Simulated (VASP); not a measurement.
Crystal: RbBr.

```xyz
2
Lattice="0.0000 3.5087 3.5087 3.5087 0.0000 3.5087 3.5087 3.5087 0.0000" Properties=species:S:1:pos:R:3 pbc="T T T"
Rb    0.0000    0.0000    0.0000
Br    3.5087    3.5087    3.5087
```

| Quantity | Value |
| --- | --- |
| Program | VASP 6.6.1 |
| Task | relaxation of cell and atoms |
| Functional | PBEsol |
| Potentials or basis | VASP PAW PBE potentials, release 64 (Rb_sv, Br) |
| Cutoff | 600 eV |
| k mesh | 6 × 6 × 6 |
| Occupations | fermi-dirac, width 0.02 eV |
| Spin | no spin polarisation |

At the start: pressure -0.8 GPa; volume 43.19 Å³/atom.

Task: How do energy, volume and symmetry change on relaxing?

Result: Over 4 steps the energy falls by 8.4 meV/atom and the volume is 40.18 Å³/atom (-7.0 %); space group Fm-3m (No. 225, to 0.1 Å) before and after.

The path:
```tsv
step	energy change (eV)	largest force (eV/Å)	pressure (GPa)	volume (Å³)
1	0.0000	0.0000	-0.83	86.39
2	-0.0116	0.0000	-0.50	83.61
3	-0.0168	0.0000	-0.04	80.61
4	-0.0168	0.0000	0.00	80.35
```

Final structure:
```
Rb Br
1.0
     0.00000    3.42495    3.42495
     3.42495    0.00000    3.42495
     3.42495    3.42495    0.00000
Rb Br
1 1
Cartesian
  3.4250 3.4250 0.0000
  3.4250 3.4250 3.4250
```

Caveat: the PAW data sets were made with another functional, which shifts forces and pressure a little.
